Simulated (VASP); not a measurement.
Re:

```
Re
1.0
     2.82064    0.00000    0.00000
    -1.41032    2.44275    0.00000
     0.00000    0.00000    9.11416
Re
4
Cartesian
  1.4103 0.8142 6.8356
  0.0000 0.0000 4.5571
  0.0000 1.6285 2.2785
  0.0000 0.0000 0.0000
```

This cell differs from its parent crystal: volume scaled by 1.06.

Base run:

```yaml
Program: VASP 6.6.1
Functional: LDA
Potentials_or_basis: VASP PAW LDA potentials, release 64 (Re)
Cutoff: 520 eV
k_mesh: 11 × 11 × 3
Occupations: fermi-dirac, width 0.05 eV
Spin: no spin polarisation
```

Its results: band gap on the k mesh zero (band 14 reaches 8.16 eV, above the bottom of band 15 at 5.92 eV); pressure -29.7 GPa.

Q: The run is repeated on the same cell with these changes: functional from LDA to PBEsol; potentials or basis from VASP PAW LDA potentials, release 64 (Re) to VASP PAW PBE potentials, release 64 (Re). What comes out?

A: Band gap on the k mesh zero (band 14 reaches 8.00 eV, above the bottom of band 15 at 5.83 eV); pressure -25.7 GPa.

Caveats: spin-orbit coupling is left out, which moves the levels of the heavy elements; the PAW data sets were made with another functional, which shifts forces and pressure a little (some runs).
